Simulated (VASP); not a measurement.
# Yb (Im-3m) in VASP: further runs

Runs on Yb. Level: BLYP. Tasks: single point.

All numbers are computed with VASP 6.6.1; they aren't measurements. Logs are shortened: lines on timing, memory, paths and dates and some standing lists are left out, and cuts for length are marked.

## Step 1: The cell of the first run

Symmetry: Im-3m, No. 229, cubic system. The conventional cell has a = 4.117 Å, b = 4.117 Å, c = 4.117 Å, α = 90.00°, β = 90.00°, γ = 90.00°. Yb (site symmetry m-3m) has 14 Yb at 3.57 to 4.12 Å within 4.7 Å.

## Step 2: Single point, BLYP (volume scaled by 0.96)

Input file INCAR:

```
PREC = Accurate ; ENCUT = 520
EDIFF = 1E-6 ; ISMEAR = -1
SIGMA = 0.1 ; LREAL = False
LASPH = True ; NELM = 100
ALGO = Normal ; ISIF = 2
LWAVE = False ; LCHARG = False
GGA = B5 ; ALDAX = 1.0
AGGAX = 1.0 ; AGGAC = 1.0
ALDAC = 0.0 ; NBANDS = 18
```

Input file KPOINTS:

```
Automatic mesh
0
Gamma
  12 12 12
```

Input file POSCAR:

```
Yb
1.0
   -2.0586967007      2.0586967007      2.0586967007
    2.0586967007     -2.0586967007      2.0586967007
    2.0586967007      2.0586967007     -2.0586967007
Yb
1
Direct
    0.0000000000      0.0000000000      0.0000000000
```

Potentials or basis: VASP PAW PBE potentials, release 64 (Yb).

Command:

```sh
$ cat potpaw_PBE.64/Yb/POTCAR > POTCAR
$ mpirun -np 1 vasp_std > vasp.out
```

OUTCAR:

```text
PREC = Accurate
   ENCUT = 520
   EDIFF = 1E-6
   ISMEAR = -1
   LREAL = False
   LASPH = True
   NELM = 100
   ISIF = 2
   GGA = B5

 ion  position               nearest neighbor table
   1  0.000  0.000  0.000-

  LATTYP: Found a body centered cubic cell.
 ALAT       =     4.1173934014

  Lattice vectors:

 A1 = (  -2.0586967007,   2.0586967007,   2.0586967007)
 A2 = (   2.0586967007,  -2.0586967007,   2.0586967007)
 A3 = (   2.0586967007,   2.0586967007,  -2.0586967007)

Analysis of symmetry for initial positions (statically):
=====================================================================
 Subroutine PRICEL returns:
 Original cell was already a primitive cell.

 Routine SETGRP: Setting up the symmetry group for a
 body centered cubic supercell.

 Subroutine GETGRP returns: Found 48 space group operations
 (whereof 48 operations were pure point group operations)
 out of a pool of 48 trial point group operations.

The static configuration has the point symmetry O_h .

Analysis of symmetry for dynamics (positions and initial velocities):
=====================================================================
 Subroutine PRICEL returns:
 Original cell was already a primitive cell.

 Routine SETGRP: Setting up the symmetry group for a
 body centered cubic supercell.

 Subroutine GETGRP returns: Found 48 space group operations
 (whereof 48 operations were pure point group operations)
 out of a pool of 48 trial point group operations.

The dynamic configuration has the point symmetry O_h .

 Subroutine INISYM returns: Found 48 space group operations
 (whereof 48 operations are pure point group operations),
 and found     1 'primitive' translations

----------------------------------------------------------------------------------------

                                     Primitive cell

  volume of cell :      34.9009

  direct lattice vectors                    reciprocal lattice vectors
    -2.058696701  2.058696701  2.058696701     0.000000000  0.242872104  0.242872104
     2.058696701 -2.058696701  2.058696701     0.242872104  0.000000000  0.242872104
     2.058696701  2.058696701 -2.058696701     0.242872104  0.242872104  0.000000000

  length of vectors
     3.565767283  3.565767283  3.565767283     0.343473024  0.343473024  0.343473024

  position of ions in fractional coordinates (direct lattice)
     0.000000000  0.000000000  0.000000000

  ion indices of the primitive-cell ions
   primitive index   ion index
                 1           1

----------------------------------------------------------------------------------------

 KPOINTS: Automatic mesh

Automatic generation of k-mesh.
 Grid dimensions read from file:
 generate k-points for:   12   12   12

 Generating k-lattice:

  Cartesian coordinates                     Fractional coordinates (reciprocal lattice)
     0.000000000  0.020239342  0.020239342     0.083333333  0.000000000  0.000000000
     0.020239342  0.000000000  0.020239342     0.000000000  0.083333333  0.000000000
     0.020239342  0.020239342  0.000000000     0.000000000  0.000000000  0.083333333

  Length of vectors
     0.028622752  0.028622752  0.028622752

  Shift w.r.t. Gamma in fractional coordinates (k-lattice)
     0.000000000  0.000000000  0.000000000

 Subroutine IBZKPT returns following result:
 ===========================================

 Found     72 irreducible k-points:

 Following reciprocal coordinates:
            Coordinates               Weight
  0.000000  0.000000  0.000000      1.000000
  0.083333  0.000000  0.000000     12.000000
  0.166667  0.000000  0.000000     12.000000
  0.250000  0.000000  0.000000     12.000000
  0.333333  0.000000  0.000000     12.000000
  0.416667  0.000000  0.000000     12.000000
[... 16 lines left out ...]
  0.333333  0.083333  0.083333     24.000000
  0.416667  0.083333  0.083333     12.000000
 [... further k-points ...]
   k-points           NKPTS =     72   k-points in BZ     NKDIM =     72   number of bands    NBANDS=     18
   number of dos      NEDOS =    301   number of ions     NIONS =      1
   total plane-waves  NPLWV =  21952
   dimension x,y,z NGX =    28 NGY =   28 NGZ =   28
   dimension x,y,z NGXF=    56 NGYF=   56 NGZF=   56
   ions per type =               1
   NGX,Y,Z   is equivalent  to a cutoff of  13.05, 13.05, 13.05 a.u.
   NGXF,Y,Z  is equivalent  to a cutoff of  26.11, 26.11, 26.11 a.u.
 SYSTEM =  unknown system
   PREC   = accura    normal or accurate (medium, high low for compatibility)
   ISTART =      0    job   : 0-new  1-cont  2-samecut
   ICHARG =      2    charge: 1-file 2-atom 10-const
   ISPIN  =      1    spin polarized calculation?
   LNONCOLLINEAR =      F non collinear calculations
   LSORBIT =      F    spin-orbit coupling
   LASPH  =      T    aspherical Exc in radial PAW
   ENCUT  =  520.0 eV  38.22 Ry    6.18 a.u.   6.63  6.63  6.63*2*pi/ulx,y,z
   NELM   =    100;   NELMIN=  2; NELMDL= -5     # of ELM steps
   EDIFF  = 0.1E-05   stopping-criterion for ELM
   LREAL  =      F    real-space projection
   EDIFFG = 0.1E-04   stopping-criterion for IOM
   NSW    =      0    number of steps for IOM
   IBRION =     -1    ionic relax: 0-MD 1-quasi-New 2-CG
   NFREE  =      0    steps in history (QN), initial steepest desc. (CG)
   ISIF   =      2    stress and relaxation
   ISYM   =      2    0-nonsym 1-usesym 2-fastsym
   POTIM  = 0.5000    time-step for ionic-motion
   TEBEG  =    0.0;   TEEND  =   0.0 temperature during run
   PSTRESS=    0.0 pullay stress
   NELECT =      24.0000    total number of electrons
   NUPDOWN=      -1.0000    fix difference up-down
   EMIN   =  10.00;   EMAX   =-10.00  energy-range for DOS
   EFERMI =   0.00;   METHOD = LEGACY
   ISMEAR =    -1;   SIGMA  =   0.10  broadening in eV -4-tet -1-fermi 0-gaus
   EFERMI_NEDOS =   21; number of points for ismear=-14 and -15
   IALGO  =     38    algorithm
   IMIX   =      4    mixing-type and parameters
     AMIX     =   0.40;   BMIX     =  1.00
     AMIX_MAG =   1.60;   BMIX_MAG =  1.00
  volume/ion in A,a.u.               =      34.90       235.52
  Fermi-wavevector in a.u.,A,eV,Ry     =   1.444995  2.730644 28.409091  2.088009
  Thomas-Fermi vector in A             =   2.563227
   LORBIT       =      0    0 simple, 1 ext, 2 COOP (PROOUT), +10 PAW based schemes
   GGA     = B5    functional components
   LHFCALC =     F    Hartree Fock is set to
   AEXX    =    0.0000 exact exchange contribution
   IVDW    =     0    specifies the selected vdW correction
   LEPSILON=     F    determine dielectric tensor
   LRPA    =     F    only Hartree local field effects (RPA)
 non-spin polarized calculation
  energy-cutoff  :      520.00
  volume of cell :       34.90
 maximum number of plane-waves:       962
   NGX = 13   NGY = 13   NGZ = 13

 number of electron      23.9999994 magnetization

 Free energy of the ion-electron system (eV)
  ---------------------------------------------------
  ext. energy  EPLUGINS =         0.00000000
  ---------------------------------------------------
  free energy    TOTEN  =        -2.78537067 eV

  energy without entropy =       -2.71312999  energy(sigma->0) =       -2.74925033

 E-fermi :   2.1640     XC(G=0):  -9.1243

 val. band max:        2.1162461345   @ k =  -0.4167  -0.4167   0.1667
 cond. band min:       2.1807272214   @ k =  -0.4167   0.4167   0.3333
 fundamental gap:      0.0644810869
 Fermi energy:         2.1639617421

 k-point     1 :       0.0000    0.0000    0.0000
  band No.  band energies     occupation
      1     -49.4339      2.00000
      2     -21.7985      2.00000
      3     -21.7985      2.00000
      4     -21.7985      2.00000
      5      -2.9867      2.00000
      6       1.5588      1.99530
[... 10 lines left out ...]
     17       6.7981      0.00000
     18      13.2419      0.00000

 k-point     2 :       0.0833    0.0000    0.0000
  band No.  band energies     occupation
      1     -49.4324      2.00000
      2     -21.8252      2.00000
      3     -21.8071      2.00000
      4     -21.7986      2.00000
      5      -2.8100      2.00000
      6       1.5596      1.99526
[... 10 lines left out ...]
     17       6.8008      0.00000
     18      13.4224      0.00000

 k-point     3 :       0.1667    0.0000    0.0000
  band No.  band energies     occupation
      1     -49.4285      2.00000
      2     -21.8972      2.00000
      3     -21.8304      2.00000
      4     -21.7987      2.00000
      5      -2.3016      2.00000
      6       1.5627      1.99512
[... 10 lines left out ...]
     17       6.8324      0.00000
     18      13.6482      0.00000

 k-point     4 :       0.2500    0.0000    0.0000
  band No.  band energies     occupation
      1     -49.4231      2.00000
      2     -21.9934      2.00000
      3     -21.8620      2.00000
      4     -21.7989      2.00000
      5      -1.5310      2.00000
      6       1.5683      1.99484
[... 10 lines left out ...]
     17       6.9384      0.00000
     18      13.1447      0.00000

 k-point     5 :       0.3333    0.0000    0.0000
  band No.  band energies     occupation
      1     -49.4177      2.00000
      2     -22.0873      2.00000
      3     -21.8934      2.00000
      4     -21.7991      2.00000
      5      -0.6365      2.00000
      6       1.5666      1.99492
[... 10 lines left out ...]
     17       7.5382      0.00000
     18      11.5514      0.00000

 k-point     6 :       0.4167    0.0000    0.0000
  band No.  band energies     occupation
      1     -49.4137      2.00000
      2     -22.1547      2.00000
      3     -21.9163      2.00000
      4     -21.7992      2.00000
      5       0.1272      2.00000
      6       1.5627      1.99512
[... 10 lines left out ...]
     17       8.7154      0.00000
     18      10.4581      0.00000

 k-point     7 :       0.5000    0.0000    0.0000
  band No.  band energies     occupation
      1     -49.4123      2.00000
      2     -22.1791      2.00000
      3     -21.9246      2.00000
      4     -21.7993      2.00000
      5       0.4307      2.00000
      6       1.5608      1.99521
[... 10 lines left out ...]
     17       9.3894      0.00000
     18      10.1033      0.00000

 k-point     8 :       0.0833    0.0833    0.0000
  band No.  band energies     occupation
      1     -49.4297      2.00000
      2     -21.8749      2.00000
      3     -21.8163      2.00000
      4     -21.8050      2.00000
      5      -2.4669      2.00000
      6       1.5596      1.99526
[... 10 lines left out ...]
     17       6.8834      0.00000
     18      13.6901      0.00000
[... 229 lines left out ...]
     17       7.6140      0.00000
     18      11.0210      0.00000

 k-point    20 :       0.0833    0.0833    0.0833
  band No.  band energies     occupation
      1     -49.4263      2.00000
      2     -21.9449      2.00000
      3     -21.8178      2.00000
      4     -21.8178      2.00000
      5      -1.9779      2.00000
      6       1.5705      1.99472
[... 10 lines left out ...]
     17       6.6732      0.00000
     18      13.9465      0.00000

 k-point    21 :       0.1667    0.0833    0.0833
  band No.  band energies     occupation
      1     -49.4215      2.00000
      2     -22.0221      2.00000
      3     -21.8523      2.00000
      4     -21.8199      2.00000
      5      -1.2248      2.00000
      6       1.5761      1.99442
[... 10 lines left out ...]
     17       6.9737      0.00000
     18      12.8850      0.00000

 k-point    22 :       0.2500    0.0833    0.0833
  band No.  band energies     occupation
      1     -49.4168      2.00000
      2     -22.0904      2.00000
      3     -21.8941      2.00000
      4     -21.8219      2.00000
      5      -0.3277      2.00000
      6       1.5757      1.99444
[... 10 lines left out ...]
     17       7.9682      0.00000
     18      10.9821      0.00000

 k-point    23 :       0.3333    0.0833    0.0833
  band No.  band energies     occupation
      1     -49.4133      2.00000
      2     -22.1367      2.00000
      3     -21.9275      2.00000
      4     -21.8235      2.00000
      5       0.4667      2.00000
      6       1.5720      1.99464
[... 10 lines left out ...]
     17       8.8655      0.00000
     18       9.8301      0.00000

 k-point    24 :       0.4167    0.0833    0.0833
  band No.  band energies     occupation
      1     -49.4120      2.00000
      2     -22.1530      2.00000
      3     -21.9402      2.00000
      4     -21.8240      2.00000
      5       0.7906      2.00000
      6       1.5702      1.99474
[... 10 lines left out ...]
     17       9.0875      0.00000
     18       9.7179      0.00000

 [... further k-points ...]

------------------------ aborting loop because EDIFF is reached ----------------------------------------

  FORCE on cell =-STRESS in cart. coord.  units (eV):
  Direction    XX          YY          ZZ          XY          YZ          ZX
  --------------------------------------------------------------------------------------
  -------------------------------------------------------------------------------------
  Total        0.1402600      0.1402600      0.1402600      0.0000000      0.0000000     -0.0000000
  in kB        6.4388335      6.4388335      6.4388335      0.0000000      0.0000000     -0.0000000
  external PRESSURE =       6.4388335 kB  Pullay stress =       0.0000000 kB

 VOLUME and BASIS-vectors are now :
 -----------------------------------------------------------------------------
  energy-cutoff  :      520.00
  volume of cell :       34.90
      direct lattice vectors                 reciprocal lattice vectors
    -2.058696701  2.058696701  2.058696701     0.000000000  0.242872104  0.242872104
     2.058696701 -2.058696701  2.058696701     0.242872104  0.000000000  0.242872104
     2.058696701  2.058696701 -2.058696701     0.242872104  0.242872104  0.000000000

 POSITION                                       TOTAL-FORCE (eV/Angst)
 -----------------------------------------------------------------------------------
      0.00000      0.00000      0.00000         0.000000     -0.000000      0.000000
 -----------------------------------------------------------------------------------
    total drift:                               -0.000000     -0.000000     -0.000000

  FREE ENERGIE OF THE ION-ELECTRON SYSTEM (eV)
  ---------------------------------------------------
  free  energy   TOTEN  =        -2.7853706750 eV

  energy  without entropy=       -2.7131299919  energy(sigma->0) =       -2.74925033
```

It took 80 s on 1 thread of Intel Xeon Platinum 8488C (Sapphire Rapids), shared host; peak memory 0.2 GiB.

Results:

```
Free energy            : -2.7854 eV
Pressure               : 0.6 GPa
Band gap on the k mesh : zero (band 12 reaches 2.57 eV, above the bottom of band 13 at 1.70 eV)
```

Levels at points of the mesh, in eV from the Fermi level:
```
           k point  band 9  band 10  band 11  band 12  band 13  band 14  band 15  band 16
(0.00, 0.00, 0.00)   -0.48    -0.48    -0.48    -0.45     2.73     2.73     2.73     4.63
(0.50, 0.00, 0.00)   -0.50    -0.50    -0.48    -0.46     0.81     1.14     4.37     5.35
(0.50, 0.50, 0.50)   -0.56    -0.56    -0.46    -0.46    -0.46     5.47     5.47     5.47
```

Caveat: the cell differs from its parent crystal (volume scaled by 0.96); the PAW data sets were made with another functional, which shifts forces and pressure a little; spin-orbit coupling is left out, which moves the levels of the heavy elements. Spin polarisation is off, so any magnetic state and its effect on volume and gap are missing.

## Step 3: Single point, BLYP

This run uses another cell than the first one, of 36.36 Å³/atom, 1.042 times its volume.

Input file INCAR:

```
SYSTEM = Yb
AGGAC = 1.0 ; AGGAX = 1.0
ALDAC = 0.0 ; ALDAX = 1.0
ALGO = Normal ; EDIFF = 1E-6
ENCUT = 520 ; GGA = B5
ISIF = 2 ; ISMEAR = -1
LASPH = .True. ; LCHARG = .True.
LELF = .True. ; LREAL = .False.
LVHAR = .True. ; LWAVE = .False.
NBANDS = 18 ; NELM = 80
PREC = Accurate ; SIGMA = 0.1
```

Input file KPOINTS:

```
k-points
0
Gamma
  12 12 12
  0 0 0
```

Input file POSCAR:

```
Yb
1.0
   -2.0869015303      2.0869015303      2.0869015303
    2.0869015303     -2.0869015303      2.0869015303
    2.0869015303      2.0869015303     -2.0869015303
Yb
1
Direct
    0.0000000000      0.0000000000      0.0000000000
```

Potentials or basis: VASP PAW PBE potentials, release 64 (Yb).

Command:

```sh
$ cat potpaw_PBE.64/Yb/POTCAR > POTCAR
$ mpirun -np 1 vasp_std > vasp.out
```

Wall time 95 s (1 thread of Intel Xeon Platinum 8488C (Sapphire Rapids), shared host); peak memory 0.2 GiB.

The run converged. Its results:

```yaml
Free_energy: -2.7876 eV
Pressure: -1.2 GPa
Band_gap_on_the_k_mesh: zero (band 12 reaches 2.42 eV, above the bottom of band 13 at 1.57 eV)
```

Levels at points of the mesh, in eV from the Fermi level:
| k point | band 8 | band 9 | band 10 | band 11 | band 12 | band 13 | band 14 | band 15 | band 16 | band 17 |
| --- | --- | --- | --- | --- | --- | --- | --- | --- | --- | --- |
| (0.00, 0.00, 0.00) | -0.60 | -0.48 | -0.48 | -0.48 | -0.45 | 2.68 | 2.68 | 2.68 | 4.51 | 4.51 |
| (0.50, 0.00, 0.00) | -0.57 | -0.50 | -0.50 | -0.48 | -0.47 | 0.70 | 1.15 | 4.23 | 5.19 | 6.98 |
| (0.50, 0.50, 0.50) | -0.56 | -0.56 | -0.56 | -0.46 | -0.46 | -0.46 | 5.22 | 5.22 | 5.22 | 6.39 |

Caveat: the PAW data sets were made with another functional, which shifts forces and pressure a little; spin-orbit coupling is left out, which moves the levels of the heavy elements.

(Continued in part 2 of 2.)
